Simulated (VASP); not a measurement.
# Mo (Im-3m) in VASP: a series of runs, part 2 of 3

VASP 6.6.1. Earlier steps stand in the parts before.

**3. Single point, PBEsol (volume scaled by 1.03)**

File INCAR:

```
SYSTEM = Mo
PREC = Accurate ; ENCUT = 520
EDIFF = 1E-6 ; ISMEAR = 0
SIGMA = 0.1 ; LREAL = .FALSE.
LASPH = .TRUE. ; NELM = 60
ALGO = Normal ; ISIF = 2
LWAVE = .FALSE. ; LCHARG = .FALSE.
GGA = PS ; NBANDS = 13
```

File KPOINTS:

```
regular mesh
0
G
  18 18 18
  0 0 0
```

File POSCAR:

```
Mo
1.0
   -1.5801365994      1.5801365994      1.5801365994
    1.5801365994     -1.5801365994      1.5801365994
    1.5801365994      1.5801365994     -1.5801365994
Mo
1
Direct
    0.0000000000      0.0000000000      0.0000000000
```

Potentials or basis: VASP PAW PBE potentials, release 64 (Mo_sv).

Run with:

```console
cat potpaw_PBE.64/Mo_sv/POTCAR > POTCAR
mpirun -np 1 vasp_std > vasp.out
```

OUTCAR:

```text
SYSTEM = Mo
   PREC = Accurate
   ENCUT = 520
   EDIFF = 1E-6
   ISMEAR = 0
   LREAL = .FALSE.
   LASPH = .TRUE.
   NELM = 60
   ISIF = 2
   GGA = PS

 ion  position               nearest neighbor table
   1  0.000  0.000  0.000-

  LATTYP: Found a body centered cubic cell.
 ALAT       =     3.1602731988

  Lattice vectors:

 A1 = (  -1.5801365994,   1.5801365994,   1.5801365994)
 A2 = (   1.5801365994,  -1.5801365994,   1.5801365994)
 A3 = (   1.5801365994,   1.5801365994,  -1.5801365994)

Analysis of symmetry for initial positions (statically):
=====================================================================
 Subroutine PRICEL returns:
 Original cell was already a primitive cell.

 Routine SETGRP: Setting up the symmetry group for a
 body centered cubic supercell.

 Subroutine GETGRP returns: Found 48 space group operations
 (whereof 48 operations were pure point group operations)
 out of a pool of 48 trial point group operations.

The static configuration has the point symmetry O_h .

Analysis of symmetry for dynamics (positions and initial velocities):
=====================================================================
 Subroutine PRICEL returns:
 Original cell was already a primitive cell.

 Routine SETGRP: Setting up the symmetry group for a
 body centered cubic supercell.

 Subroutine GETGRP returns: Found 48 space group operations
 (whereof 48 operations were pure point group operations)
 out of a pool of 48 trial point group operations.

The dynamic configuration has the point symmetry O_h .

 Subroutine INISYM returns: Found 48 space group operations
 (whereof 48 operations are pure point group operations),
 and found     1 'primitive' translations

----------------------------------------------------------------------------------------

                                     Primitive cell

  volume of cell :      15.7813

  direct lattice vectors                    reciprocal lattice vectors
    -1.580136599  1.580136599  1.580136599     0.000000000  0.316428339  0.316428339
     1.580136599 -1.580136599  1.580136599     0.316428339  0.000000000  0.316428339
     1.580136599  1.580136599 -1.580136599     0.316428339  0.316428339  0.000000000

  length of vectors
     2.736876873  2.736876873  2.736876873     0.447497249  0.447497249  0.447497249

  position of ions in fractional coordinates (direct lattice)
     0.000000000  0.000000000  0.000000000

  ion indices of the primitive-cell ions
   primitive index   ion index
                 1           1

----------------------------------------------------------------------------------------

 KPOINTS: regular mesh

Automatic generation of k-mesh.
 Grid dimensions read from file:
 generate k-points for:   18   18   18

 Generating k-lattice:

  Cartesian coordinates                     Fractional coordinates (reciprocal lattice)
     0.000000000  0.017579352  0.017579352     0.055555556  0.000000000  0.000000000
     0.017579352  0.000000000  0.017579352     0.000000000  0.055555556  0.000000000
     0.017579352  0.017579352  0.000000000     0.000000000  0.000000000  0.055555556

  Length of vectors
     0.024860958  0.024860958  0.024860958

  Shift w.r.t. Gamma in fractional coordinates (k-lattice)
     0.000000000  0.000000000  0.000000000

 Subroutine IBZKPT returns following result:
 ===========================================

 Found    195 irreducible k-points:

 Following reciprocal coordinates:
            Coordinates               Weight
  0.000000  0.000000  0.000000      1.000000
  0.055556  0.000000  0.000000     12.000000
  0.111111  0.000000  0.000000     12.000000
  0.166667  0.000000  0.000000     12.000000
  0.222222  0.000000  0.000000     12.000000
  0.277778  0.000000  0.000000     12.000000
[... 16 lines left out ...]
  0.333333  0.111111  0.000000     48.000000
  0.388889  0.111111  0.000000     48.000000
 [... further k-points ...]
   k-points           NKPTS =    195   k-points in BZ     NKDIM =    195   number of bands    NBANDS=     13
   number of dos      NEDOS =    301   number of ions     NIONS =      1
   total plane-waves  NPLWV =   8000
   dimension x,y,z NGX =    20 NGY =   20 NGZ =   20
   dimension x,y,z NGXF=    40 NGYF=   40 NGZF=   40
   ions per type =               1
   NGX,Y,Z   is equivalent  to a cutoff of  12.15, 12.15, 12.15 a.u.
   NGXF,Y,Z  is equivalent  to a cutoff of  24.30, 24.30, 24.30 a.u.
 SYSTEM =  Mo
   PREC   = accura    normal or accurate (medium, high low for compatibility)
   ISTART =      0    job   : 0-new  1-cont  2-samecut
   ICHARG =      2    charge: 1-file 2-atom 10-const
   ISPIN  =      1    spin polarized calculation?
   LNONCOLLINEAR =      F non collinear calculations
   LSORBIT =      F    spin-orbit coupling
   LASPH  =      T    aspherical Exc in radial PAW
   ENCUT  =  520.0 eV  38.22 Ry    6.18 a.u.   5.09  5.09  5.09*2*pi/ulx,y,z
   NELM   =     60;   NELMIN=  2; NELMDL= -5     # of ELM steps
   EDIFF  = 0.1E-05   stopping-criterion for ELM
   LREAL  =      F    real-space projection
   EDIFFG = 0.1E-04   stopping-criterion for IOM
   NSW    =      0    number of steps for IOM
   IBRION =     -1    ionic relax: 0-MD 1-quasi-New 2-CG
   NFREE  =      0    steps in history (QN), initial steepest desc. (CG)
   ISIF   =      2    stress and relaxation
   ISYM   =      2    0-nonsym 1-usesym 2-fastsym
   POTIM  = 0.5000    time-step for ionic-motion
   TEBEG  =    0.0;   TEEND  =   0.0 temperature during run
   PSTRESS=    0.0 pullay stress
   NELECT =      14.0000    total number of electrons
   NUPDOWN=      -1.0000    fix difference up-down
   EMIN   =  10.00;   EMAX   =-10.00  energy-range for DOS
   EFERMI =   0.00;   METHOD = LEGACY
   ISMEAR =     0;   SIGMA  =   0.10  broadening in eV -4-tet -1-fermi 0-gaus
   EFERMI_NEDOS =   21; number of points for ismear=-14 and -15
   IALGO  =     38    algorithm
   IMIX   =      4    mixing-type and parameters
     AMIX     =   0.40;   BMIX     =  1.00
     AMIX_MAG =   1.60;   BMIX_MAG =  1.00
  volume/ion in A,a.u.               =      15.78       106.50
  Fermi-wavevector in a.u.,A,eV,Ry     =   1.573027  2.972590 33.666451  2.474414
  Thomas-Fermi vector in A             =   2.674373
   LORBIT       =      0    0 simple, 1 ext, 2 COOP (PROOUT), +10 PAW based schemes
   GGA     = PS    functional components
   LHFCALC =     F    Hartree Fock is set to
   AEXX    =    0.0000 exact exchange contribution
   IVDW    =     0    specifies the selected vdW correction
   LEPSILON=     F    determine dielectric tensor
   LRPA    =     F    only Hartree local field effects (RPA)
 non-spin polarized calculation
 Gauss-broadening in eV      SIGMA  =   0.10
  energy-cutoff  :      520.00
  volume of cell :       15.78
 maximum number of plane-waves:       438
   NGX = 11   NGY = 11   NGZ = 11

 number of electron      14.0000004 magnetization

 Free energy of the ion-electron system (eV)
  ---------------------------------------------------
  ext. energy  EPLUGINS =         0.00000000
  ---------------------------------------------------
  free energy    TOTEN  =       -11.76822202 eV

  energy without entropy =      -11.76558702  energy(sigma->0) =      -11.76690452

 E-fermi :  12.3235     XC(G=0): -13.4749

 val. band max:       12.2928566462   @ k =   0.3889   0.1111   0.0000
 cond. band min:      12.3322476627   @ k =  -0.3889   0.4444   0.2778
 fundamental gap:      0.0393910164
 Fermi energy:        12.3234500553

 k-point     1 :       0.0000    0.0000    0.0000
  band No.  band energies     occupation
      1     -48.8806      2.00000
      2     -22.1894      2.00000
      3     -22.1894      2.00000
      4     -22.1894      2.00000
      5       5.0585      2.00000
      6      10.9640      2.00000
      7      10.9640      2.00000
      8      10.9640      2.00000
      9      13.9424      0.00000
     10      13.9424      0.00000
     11      27.1060      0.00000
     12      27.1060      0.00000
     13      27.1060      0.00000
[... 353 lines left out ...]
 k-point    24 :       0.3889    0.1111    0.0000
  band No.  band energies     occupation
      1     -48.6238      2.00000
      2     -23.4734      2.00000
      3     -22.6642      2.00000
      4     -22.2599      2.00000
      5       7.4264      2.00000
      6       9.1008      2.00000
      7      12.2929      1.33474
      8      13.8504      0.00000
      9      14.9702      0.00000
     10      17.6548      0.00000
     11      23.8755      0.00000
     12      25.0353      0.00000
     13      29.1390      0.00000

 [... further k-points ...]
[... 5 lines left out ...]
  --------------------------------------------------------------------------------------
  -------------------------------------------------------------------------------------
  Total       -0.7198738     -0.7198738     -0.7198738     -0.0000000      0.0000000      0.0000000
  in kB      -73.0841303    -73.0841303    -73.0841303     -0.0000000      0.0000000      0.0000000
  external PRESSURE =     -73.0841303 kB  Pullay stress =       0.0000000 kB

 VOLUME and BASIS-vectors are now :
 -----------------------------------------------------------------------------
  energy-cutoff  :      520.00
  volume of cell :       15.78
      direct lattice vectors                 reciprocal lattice vectors
    -1.580136599  1.580136599  1.580136599     0.000000000  0.316428339  0.316428339
     1.580136599 -1.580136599  1.580136599     0.316428339  0.000000000  0.316428339
     1.580136599  1.580136599 -1.580136599     0.316428339  0.316428339  0.000000000

 POSITION                                       TOTAL-FORCE (eV/Angst)
 -----------------------------------------------------------------------------------
      0.00000      0.00000      0.00000         0.000000      0.000000     -0.000000
 -----------------------------------------------------------------------------------
    total drift:                                0.000000     -0.000000      0.000000

  FREE ENERGIE OF THE ION-ELECTRON SYSTEM (eV)
  ---------------------------------------------------
  free  energy   TOTEN  =       -11.7682220222 eV

  energy  without entropy=      -11.7655870164  energy(sigma->0) =      -11.76690452
```

stdout:

```text
POSCAR found type information on POSCAR Mo
 POSCAR found :  1 types and       1 ions
 scaLAPACK will be used
 -----------------------------------------------------------------------------
|                                                                             |
|                                                                             |
|     You enforced a specific xc type in the INCAR file but a different       |
|     I HOPE YOU KNOW WHAT YOU ARE DOING!                                     |
|                                                                             |
 -----------------------------------------------------------------------------

 LDA part: xc-table for (Slater+PW92), standard interpolation
 POSCAR, INCAR and KPOINTS ok, starting setup
 FFT: planning ... GRIDC
 FFT: planning ... GRID_SOFT
 FFT: planning ... GRID
 WAVECAR not read
 entering main loop
```

Run time: 44 s. Hardware: 1 thread of Intel Xeon 8259CL, shared host; peak memory 0.15 GiB.

What came out:

```
Free energy            : -11.7682 eV
Pressure               : -7.3 GPa
Band gap on the k mesh : zero (band 7 reaches 16.27 eV, above the bottom of band 8 at 10.96 eV)
```

Levels at points of the mesh, in eV from the Fermi level:
```tsv
k point	band 3	band 4	band 5	band 6	band 7	band 8	band 9	band 10	band 11	band 12
(0.00, 0.00, 0.00)	-34.51	-34.51	-7.26	-1.36	-1.36	-1.36	1.62	1.62	14.78	14.78
(0.50, 0.00, 0.00)	-34.95	-34.52	-5.31	-3.38	1.56	1.65	2.27	4.70	11.47	11.90
(0.50, 0.50, 0.50)	-35.46	-35.46	-5.41	-5.41	3.95	3.95	3.95	8.94	8.94	8.94
```

Caveat: the PAW data sets were made with another functional, which shifts forces and pressure a little.

[end of part 2 of 3]
